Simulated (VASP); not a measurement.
# Cd (P6_3/mmc) in VASP: further runs

Runs on Cd. Level: PBEsol. Tasks: single point, relaxation of cell and atoms.

All numbers are computed with VASP 6.6.1; they aren't measurements. Logs are shortened: lines on timing, memory, paths and dates and some standing lists are left out, and cuts for length are marked.

### 1 The cell of the first run

The structure is hexagonal, space group P6_3/mmc (No. 194). The conventional cell has a = 2.938 Å, b = 2.938 Å, c = 5.675 Å, α = 90.00°, β = 90.00°, γ = 120.00°. Cd (site symmetry -6m2) has 12 Cd at 2.94 to 3.31 Å within 3.9 Å.

### 2 Single point, PBEsol

The input, INCAR:

```
PREC     = Accurate       # precision mode
ENCUT    = 520            # plane-wave cutoff, eV
EDIFF    = 1E-7           # SCF threshold, eV
ISMEAR   = -1             # smearing method
SIGMA    = 0.1            # smearing width, eV
LREAL    = F              # projectors in reciprocal space
LASPH    = T              # aspherical terms in the spheres
NELM     = 100            # most SCF steps
ALGO     = Normal         # electronic algorithm
ISIF     = 2              # what is computed and relaxed
LWAVE    = F              # write WAVECAR
LCHARG   = F              # write CHGCAR
GGA      = PS             # functional
NBANDS   = 19             # bands
```

The input, KPOINTS:

```
regular mesh
0
Gamma
  14 14 6
```

The input, POSCAR:

```
Cd
1.0
    2.9383126768      0.0000000000      0.0000000000
   -1.4691563384      2.5446534224      0.0000000000
    0.0000000000      0.0000000000      5.6747880307
Cd
2
Direct
    0.3333333333      0.6666666667      0.2500000000
    0.6666666667      0.3333333333      0.7500000000
```

Potentials or basis: VASP PAW PBE potentials, release 64 (Cd).

Run with:

```bash
> cat potpaw_PBE.64/Cd/POTCAR > POTCAR
> mpirun -np 1 vasp_std > vasp.out
```

OUTCAR:

```text
PREC = Accurate
   ENCUT = 520
   EDIFF = 1E-7
   ISMEAR = -1
   LREAL = F
   LASPH = T
   NELM = 100
   ISIF = 2
   GGA = PS

 ion  position               nearest neighbor table
   1  0.333  0.667  0.250-   2 3.31   2 3.31   2 3.31   2 3.31   2 3.31   2 3.31
   2  0.667  0.333  0.750-   1 3.31   1 3.31   1 3.31   1 3.31   1 3.31   1 3.31

  LATTYP: Found a hexagonal cell.
 ALAT       =     2.9383126768
 C/A-ratio  =     1.9313084259

  Lattice vectors:

 A1 = (   2.9383126768,   0.0000000000,   0.0000000000)
 A2 = (  -1.4691563384,   2.5446534224,   0.0000000000)
 A3 = (   0.0000000000,   0.0000000000,   5.6747880307)

Analysis of symmetry for initial positions (statically):
=====================================================================
 Subroutine PRICEL returns:
 Original cell was already a primitive cell.

 Routine SETGRP: Setting up the symmetry group for a
 hexagonal supercell.

 Subroutine GETGRP returns: Found 24 space group operations
 (whereof 12 operations were pure point group operations)
 out of a pool of 24 trial point group operations.

The static configuration has the point symmetry D_3d.
 The point group associated with its full space group is D_6h.

Analysis of symmetry for dynamics (positions and initial velocities):
=====================================================================
 Subroutine PRICEL returns:
 Original cell was already a primitive cell.

 Routine SETGRP: Setting up the symmetry group for a
 hexagonal supercell.

 Subroutine GETGRP returns: Found 24 space group operations
 (whereof 12 operations were pure point group operations)
 out of a pool of 24 trial point group operations.

The dynamic configuration has the point symmetry D_3d.
 The point group associated with its full space group is D_6h.

 Subroutine INISYM returns: Found 24 space group operations
 (whereof 12 operations are pure point group operations),
 and found     1 'primitive' translations

----------------------------------------------------------------------------------------

                                     Primitive cell

  volume of cell :      42.4303

  direct lattice vectors                    reciprocal lattice vectors
     2.938312677  0.000000000  0.000000000     0.340331377  0.196490412  0.000000000
    -1.469156338  2.544653422  0.000000000     0.000000000  0.392980824  0.000000000
     0.000000000  0.000000000  5.674788031     0.000000000  0.000000000  0.176218036
[... 80 lines left out ...]
   LSORBIT =      F    spin-orbit coupling
   LASPH  =      T    aspherical Exc in radial PAW
   ENCUT  =  520.0 eV  38.22 Ry    6.18 a.u.   5.46  5.46 10.55*2*pi/ulx,y,z
   NELM   =    100;   NELMIN=  2; NELMDL= -5     # of ELM steps
   EDIFF  = 0.1E-06   stopping-criterion for ELM
   LREAL  =      F    real-space projection
   EDIFFG = 0.1E-05   stopping-criterion for IOM
   NSW    =      0    number of steps for IOM
   IBRION =     -1    ionic relax: 0-MD 1-quasi-New 2-CG
   NFREE  =      0    steps in history (QN), initial steepest desc. (CG)
   ISIF   =      2    stress and relaxation
   ISYM   =      2    0-nonsym 1-usesym 2-fastsym
   POTIM  = 0.5000    time-step for ionic-motion
   TEBEG  =    0.0;   TEEND  =   0.0 temperature during run
   PSTRESS=    0.0 pullay stress
   NELECT =      24.0000    total number of electrons
   NUPDOWN=      -1.0000    fix difference up-down
   EMIN   =  10.00;   EMAX   =-10.00  energy-range for DOS
   EFERMI =   0.00;   METHOD = LEGACY
   ISMEAR =    -1;   SIGMA  =   0.10  broadening in eV -4-tet -1-fermi 0-gaus
   EFERMI_NEDOS =   21; number of points for ismear=-14 and -15
   IALGO  =     38    algorithm
   IMIX   =      4    mixing-type and parameters
     AMIX     =   0.40;   BMIX     =  1.00
     AMIX_MAG =   1.60;   BMIX_MAG =  1.00
  volume/ion in A,a.u.               =      21.22       143.17
  Fermi-wavevector in a.u.,A,eV,Ry     =   1.353900  2.558499 24.940082  1.833044
  Thomas-Fermi vector in A             =   2.481116
   LORBIT       =      0    0 simple, 1 ext, 2 COOP (PROOUT), +10 PAW based schemes
   GGA     = PS    functional components
   LHFCALC =     F    Hartree Fock is set to
   AEXX    =    0.0000 exact exchange contribution
   IVDW    =     0    specifies the selected vdW correction
   LEPSILON=     F    determine dielectric tensor
   LRPA    =     F    only Hartree local field effects (RPA)
 non-spin polarized calculation
  energy-cutoff  :      520.00
  volume of cell :       42.43
 maximum number of plane-waves:      1186
 NGX is ok and might be reduce to    24
   NGX = 11   NGY = 11   NGZ = 21

 number of electron      23.9999996 magnetization

 Free energy of the ion-electron system (eV)
  ---------------------------------------------------
  ext. energy  EPLUGINS =         0.00000000
  ---------------------------------------------------
  free energy    TOTEN  =        -2.39325775 eV

  energy without entropy =       -2.37049271  energy(sigma->0) =       -2.38187523

 E-fermi :   2.9031     XC(G=0): -11.2959

 val. band max:        2.8906065021   @ k =   0.3571   0.2143   0.3333
 cond. band min:       2.9340933222   @ k =   0.2143   0.1429   0.0000
 fundamental gap:      0.0434868201
 Fermi energy:         2.9030955472

 k-point     1 :       0.0000    0.0000    0.0000
  band No.  band energies     occupation
      1      -7.0454      2.00000
      2      -6.8057      2.00000
      3      -6.3443      2.00000
      4      -6.3443      2.00000
      5      -6.2966      2.00000
      6      -6.2966      2.00000
[... 505 lines left out ...]
      6      -6.1009      2.00000
[... 11 lines left out ...]
     18       8.9407      0.00000
     19      10.9652      0.00000

 [... further k-points ...]

------------------------ aborting loop because EDIFF is reached ----------------------------------------

  FORCE on cell =-STRESS in cart. coord.  units (eV):
  Direction    XX          YY          ZZ          XY          YZ          ZX
  --------------------------------------------------------------------------------------
  -------------------------------------------------------------------------------------
  Total        0.1311050      0.1311050      0.0504558     -0.0000000      0.0000000      0.0000000
  in kB        4.9505515      4.9505515      1.9052217     -0.0000000      0.0000000      0.0000000
  external PRESSURE =       3.9354416 kB  Pullay stress =       0.0000000 kB

 VOLUME and BASIS-vectors are now :
 -----------------------------------------------------------------------------
  energy-cutoff  :      520.00
  volume of cell :       42.43
      direct lattice vectors                 reciprocal lattice vectors
     2.938312677  0.000000000  0.000000000     0.340331377  0.196490412  0.000000000
    -1.469156338  2.544653422  0.000000000     0.000000000  0.392980824  0.000000000
     0.000000000  0.000000000  5.674788031     0.000000000  0.000000000  0.176218036

 POSITION                                       TOTAL-FORCE (eV/Angst)
 -----------------------------------------------------------------------------------
     -0.00000      1.69644      1.41870         0.000000     -0.000000      0.000000
      1.46916      0.84822      4.25609        -0.000000      0.000000      0.000000
 -----------------------------------------------------------------------------------
    total drift:                               -0.000000      0.000000      0.000000

  FREE ENERGIE OF THE ION-ELECTRON SYSTEM (eV)
  ---------------------------------------------------
  free  energy   TOTEN  =        -2.3932577533 eV

  energy  without entropy=       -2.3704927123  energy(sigma->0) =       -2.38187523
```

OSZICAR:

```text
N       E                     dE             d eps       ncg     rms          rms(c)
DAV:   1     0.175225454600E+03    0.17523E+03   -0.13157E+04  3672   0.128E+03
DAV:   2     0.141567423223E+01   -0.17381E+03   -0.16794E+03  3768   0.334E+02
DAV:   3    -0.257008502471E+01   -0.39858E+01   -0.39779E+01  4200   0.579E+01
DAV:   4    -0.257706842149E+01   -0.69834E-02   -0.69830E-02  4007   0.226E+00
DAV:   5    -0.257708958217E+01   -0.21161E-04   -0.21161E-04  3994   0.122E-01    0.466E+00
DAV:   6    -0.240724741195E+01    0.16984E+00   -0.39362E-01  3987   0.774E+00    0.368E+00
DAV:   7    -0.239505682974E+01    0.12191E-01   -0.31580E-02  4021   0.165E+00    0.196E+00
DAV:   8    -0.239322135660E+01    0.18355E-02   -0.34645E-03  3862   0.721E-01    0.960E-02
DAV:   9    -0.239323642655E+01   -0.15070E-04   -0.30917E-05  4072   0.589E-02    0.437E-02
DAV:  10    -0.239325798354E+01   -0.21557E-04   -0.15841E-05  3951   0.422E-02    0.380E-03
DAV:  11    -0.239325788055E+01    0.10299E-06   -0.10916E-07  3257   0.316E-03    0.167E-03
DAV:  12    -0.239325772951E+01    0.15104E-06   -0.11546E-08  2037   0.988E-04    0.108E-03
DAV:  13    -0.239325775333E+01   -0.23819E-07   -0.16477E-09  1947   0.442E-04
   1 F= -.23932578E+01 E0= -.23818752E+01  d E =-.227650E-01
```

Wall time 2 min (1 thread of AMD EPYC 7R13, shared host); peak memory 0.17 GiB.

Results:

```
Free energy            : -2.3933 eV
Pressure               : 0.4 GPa
Band gap on the k mesh : zero (bands 12 and 13 overlap by 4.70 eV)
```

Levels at points of the mesh, in eV from the Fermi level:
| k point | band 9 | band 10 | band 11 | band 12 | band 13 | band 14 | band 15 | band 16 |
| --- | --- | --- | --- | --- | --- | --- | --- | --- |
| (0.00, 0.00, 0.00) | -8.65 | -8.42 | -8.42 | -3.27 | -3.22 | 10.04 | 14.47 | 14.77 |
| (0.50, 0.00, 0.00) | -8.11 | -8.09 | -2.33 | -1.74 | 1.90 | 3.04 | 3.19 | 5.27 |
| (0.00, 0.00, 0.50) | -8.52 | -8.52 | -7.50 | -7.50 | 3.38 | 3.38 | 15.09 | 15.09 |
| (0.50, 0.00, 0.50) | -8.10 | -8.10 | -1.57 | -1.57 | 0.21 | 0.21 | 7.92 | 7.92 |

Caveat: the PAW data sets were made with another functional, which shifts forces and pressure a little.

### 3 Relaxation of cell and atoms, PBEsol

This run uses another cell than the first one, of 21.59 Å³/atom.

The input, INCAR:

```
PREC = Accurate ; ENCUT = 600
EDIFF = 1E-6 ; ISMEAR = -1
SIGMA = 0.1 ; LREAL = F
LASPH = T ; NELM = 100
ALGO = Normal ; ISIF = 3
LWAVE = F ; LCHARG = F
GGA = PS ; IBRION = 2
NSW = 100 ; EDIFFG = -0.002
```

KPOINTS is that of step 2.

The input, POSCAR:

```
Cd
1.0
    2.9788700000      0.0000000000      0.0000000000
   -1.4894350000      2.5797770946      0.0000000000
    0.0000000000      0.0000000000      5.6176500000
Cd
2
Direct
    0.3333333333      0.6666666667      0.2500000000
    0.6666666667      0.3333333333      0.7500000000
```

Potentials or basis: VASP PAW PBE potentials, release 64 (Cd).

Run with:

```bash
> cat potpaw_PBE.64/Cd/POTCAR > POTCAR
> mpirun -np 1 vasp_std > vasp.out
```

It took 7.3 min on 1 thread of AMD EPYC 7R13, shared host; peak memory 0.19 GiB.

It converged, with:

* Free energy: -2.3939 eV
* Relaxed volume: 21.17 Å³/atom
* Relaxed cell: a = 2.957 Å, b = 2.957 Å, c = 5.593 Å, α = 90.00°, β = 90.00°, γ = 120.00°
* Space group after relaxing (to 0.1 Å): P6_3/mmc (No. 194)
* Energy gained by relaxing: 1.6 meV/atom
* Ionic steps: 11
* Pressure after relaxing: 0.0 GPa
* Band gap on the k mesh: zero (bands 12 and 13 overlap by 4.38 eV)

The path:
```tsv
step	energy change (eV)	largest force (eV/Å)	pressure (GPa)	volume (Å³)
1	0.0000	0.0000	-1.15	43.17
2	-0.0031	0.0000	0.21	42.21
3	-0.0031	0.0000	0.05	42.35
4	-0.0031	0.0000	-0.03	42.38
5	-0.0031	0.0000	-0.04	42.36
6	-0.0031	0.0000	-0.03	42.36
7	-0.0031	0.0000	-0.02	42.36
8	-0.0031	0.0000	-0.03	42.36
9	-0.0031	0.0000	-0.01	42.36
10	-0.0031	0.0000	0.00	42.35
11	-0.0031	0.0000	0.01	42.34
```

Final structure:
```
CELL_PARAMETERS angstrom
2.95653 0.00000 0.00000
-1.47827 2.56043 0.00000
0.00000 0.00000 5.59309
ATOMIC_POSITIONS crystal
Cd 0.33333 0.66667 0.25000
Cd 0.66667 0.33333 0.75000
```

Levels at points of the mesh, in eV from the Fermi level:
| k point | band 8 | band 9 | band 10 | band 11 | band 12 | band 13 | band 14 | band 15 | band 16 |
| --- | --- | --- | --- | --- | --- | --- | --- | --- | --- |
| (0.00, 0.00, 0.00) | -8.67 | -8.67 | -8.41 | -8.41 | -3.15 | -3.04 | 10.59 | 14.58 | 15.01 |
| (0.50, 0.00, 0.00) | -8.45 | -8.13 | -8.11 | -2.39 | -1.83 | 2.00 | 3.04 | 3.27 | 5.31 |
| (0.00, 0.00, 0.50) | -8.52 | -8.52 | -8.52 | -7.49 | -7.49 | 3.72 | 3.72 | 14.91 | 14.91 |
| (0.50, 0.00, 0.50) | -8.42 | -8.12 | -8.12 | -1.60 | -1.60 | 0.15 | 0.15 | 8.15 | 8.15 |

Caveat: the PAW data sets were made with another functional, which shifts forces and pressure a little.

The gap in the log of VASP goes by the Fermi energy; the results here count the filled bands.